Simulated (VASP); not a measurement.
Here is a VASP 6.6.1 calculation.

The input INCAR:

```
PREC = Accurate ; ENCUT = 600
EDIFF = 1E-6 ; ISMEAR = -1
SIGMA = 0.15 ; LREAL = False
LASPH = True ; NELM = 100
ALGO = Normal ; ISIF = 3
LWAVE = False ; LCHARG = False
GGA = PS ; IBRION = 2
NSW = 80 ; EDIFFG = -0.001
PSTRESS = 250.0
```

File KPOINTS:

```
Automatic mesh
0
Gamma
  12 12 12
```

File POSCAR:

```
GaSb
1.0
    0.0000000000      3.0562701467      3.0562701467
    3.0562701467      0.0000000000      3.0562701467
    3.0562701467      3.0562701467      0.0000000000
Ga Sb
1 1
Direct
    0.0000000000      0.0000000000      0.0000000000
    0.7500000000      0.7500000000      0.7500000000
```

Potentials or basis: VASP PAW PBE potentials, release 64 (Ga_d, Sb).

The run is started by

```bash
$ cat potpaw_PBE.64/Ga_d/POTCAR potpaw_PBE.64/Sb/POTCAR > POTCAR
$ mpirun -np 1 vasp_std > vasp.out
```

(1) What does it give for the relaxed volume?

(2) What does it give for the relaxed cell?

## Answers

(1) 21.99 Å³/atom.

(2) a = 3.962 Å, b = 3.962 Å, c = 3.962 Å, α = 60.00°, β = 60.00°, γ = 60.00°.

Caveat: the cell is relaxed towards a set pressure, so the enthalpy falls and the energy may rise; the volume moved by over 15 % at a fixed basis, so the end points are rough; the PAW data sets were made with another functional, which shifts forces and pressure a little.
